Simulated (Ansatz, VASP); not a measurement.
## One calculation of WS2, two programs

The input INCAR:

```
PREC     = Accurate       # precision mode
ENCUT    = 520            # plane-wave cutoff, eV
EDIFF    = 1E-7           # SCF threshold, eV
ISMEAR   = 0              # smearing method
SIGMA    = 0.02           # smearing width, eV
LREAL    = False          # projectors in reciprocal space
LASPH    = True           # aspherical terms in the spheres
NELM     = 60             # most SCF steps
ALGO     = Normal         # electronic algorithm
ISIF     = 2              # what is computed and relaxed
LWAVE    = False          # write WAVECAR
LCHARG   = True           # write CHGCAR
GGA      = PS             # functional
LELF     = True           # ELF
LVHAR    = True         
NBANDS   = 49             # bands
```

File KPOINTS:

```
Automatic mesh
0
Gamma
  1 1 1
```

The input POSCAR:

```
WS2
1.0
    3.1829541699      0.0000000000      0.0000000000
   -1.5914770850      2.7565191702      0.0000000000
    0.0000000000      0.0000000000     28.5322178600
W S
3 6
Direct
    0.6666666667      0.3333333333      0.6592864300
    0.3333333333      0.6666666667      0.8855337800
    0.3333333333      0.6666666667      0.4343616800
    0.6666666667      0.3333333333      0.9401857300
    0.6666666667      0.3333333333      0.4890304200
    0.3333333333      0.6666666667      0.7139522100
    0.6666666667      0.3333333333      0.8308482800
    0.6666666667      0.3333333333      0.3797102500
    0.3333333333      0.6666666667      0.6046252100
```

Input for Ansatz:

```yaml
crystal:
  lattice:
    - [3.1829541699, 0.0, 0.0]
    - [-1.591477085, 2.7565191702, 0.0]
    - [0.0, 0.0, 28.53221786]
  atoms:
    - { symbol: W, position: [0.6666666667, 0.3333333333, 0.65928643] }
    - { symbol: W, position: [0.3333333333, 0.6666666667, 0.88553378] }
    - { symbol: W, position: [0.3333333333, 0.6666666667, 0.43436168] }
    - { symbol: S, position: [0.6666666667, 0.3333333333, 0.94018573] }
    - { symbol: S, position: [0.6666666667, 0.3333333333, 0.48903042] }
    - { symbol: S, position: [0.3333333333, 0.6666666667, 0.71395221] }
    - { symbol: S, position: [0.6666666667, 0.3333333333, 0.83084828] }
    - { symbol: S, position: [0.6666666667, 0.3333333333, 0.37971025] }
    - { symbol: S, position: [0.3333333333, 0.6666666667, 0.60462521] }
basis:
  ecutwfc: 420
kpoints:
  mp_grid: { grid: [1, 1, 1] }
hamiltonian:
  xc: pbesol
scf:
  occupations: { method: gaussian, width: 0.02 }
output:
  forces: true
  stress: true
  eigenvalues: true
```

Alike in both runs: task single point; functional PBEsol; k mesh 1 × 1 × 1; occupations gaussian, width 0.02 eV; no spin polarisation.

|  | VASP | Ansatz |
| --- | --- | --- |
| version | VASP 6.6.1 | Ansatz 0.2.0 |
| potentials or method | VASP PAW PBE potentials, release 64 (W_sv, S), cutoff 520 eV | scalar-relativistic, plane waves, PAW |
| valence electrons in the cell | 78 | 78 |

```csv
,VASP,Ansatz,Ansatz less VASP
gap on the k mesh at the Fermi level (eV),2.13,2.12,-0.016
least direct gap on the mesh (eV),2.13,2.12,-0.016
rms of the force components (eV/Å),1.418,1.447,+0.0287
```

VASP's potentials were made for PBE, not for PBEsol. Atom by atom the forces differ by 0.029 eV/Å (rms over components). With one functional, cell and mesh, what is left measures potentials, basis and numerics.

Spin-orbit coupling is off throughout.
